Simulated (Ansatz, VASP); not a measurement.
## SrO in VASP and in Ansatz

```
Sr O
1.0
     0.00000    2.77059    2.77059
     2.77059    0.00000    2.77059
     2.77059    2.77059    0.00000
Sr O
1 1
Cartesian
  0.0000 0.0000 0.0000
  1.3853 1.3853 1.3853
```

Alike in both runs: task single point; functional PBE; k mesh 6 × 6 × 6; occupations gaussian, width 0.05 eV; no spin polarisation.

|  | VASP | Ansatz |
| --- | --- | --- |
| version | VASP 6.6.1 | Ansatz 0.2.0 |
| potentials or method | VASP PAW PBE potentials, release 64 (Sr_sv, O), cutoff 600 eV | scalar-relativistic, plane waves, PAW |
| valence electrons in the cell | 16 | 16 |

|  | VASP | Ansatz | Ansatz less VASP |
| --- | --- | --- | --- |
| gap on the k mesh at the Fermi level (eV) | 2.59 | 2.58 | -0.006 |
| least direct gap on the mesh (eV) | 3.48 | 3.47 | -0.010 |
| pressure (GPa) | 3.0 | 2.5 | -0.44 |
